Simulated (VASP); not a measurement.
Input of a VASP 6.6.1 run:

File INCAR:

```
SYSTEM = Si3P
ALGO     = Fast           ! electronic algorithm
EDIFF    = 1E-7           ! SCF threshold, eV
ENCUT    = 520            ! plane-wave cutoff, eV
GGA      = PE             ! functional
ISIF     = 2              ! what is computed and relaxed
ISMEAR   = 0              ! smearing method
LASPH    = .True.         ! aspherical terms in the spheres
LCHARG   = .False.        ! write CHGCAR
LREAL    = .False.        ! projectors in reciprocal space
LWAVE    = .False.        ! write WAVECAR
NBANDS   = 16             ! bands
NELM     = 100            ! most SCF steps
PREC     = Accurate       ! precision mode
SIGMA    = 0.1            ! smearing width, eV
```

Contents of KPOINTS:

```
k-points
0
Gamma
  12 12 12
  0 0 0
```

File POSCAR:

```
Si3P
1.0
    4.3283132232      0.0000000000      0.0000000000
    0.0000000000      4.3283132232      0.0000000000
    0.0000000000      0.0000000000      3.0914371605
Si P
3 1
Direct
    0.0000000000      0.5000000000      0.5000000000
    0.5000000000      0.0000000000      0.5000000000
    0.5000000000      0.5000000000      0.0000000000
    0.0000000000      0.0000000000      0.0000000000
```

Potentials or basis: VASP PAW PBE potentials, release 64 (Si, P).

Run with:

```sh
$ cat potpaw_PBE.64/Si/POTCAR potpaw_PBE.64/P/POTCAR > POTCAR
$ mpirun -np 1 vasp_std > vasp.out
```

**Question.** What does it give for the pressure?

**Answer.** 0.0 GPa.

**Question.** Estimate the band gap on the k mesh.

**Answer.** Zero (an odd number of electrons rules out a gap without spin polarisation).
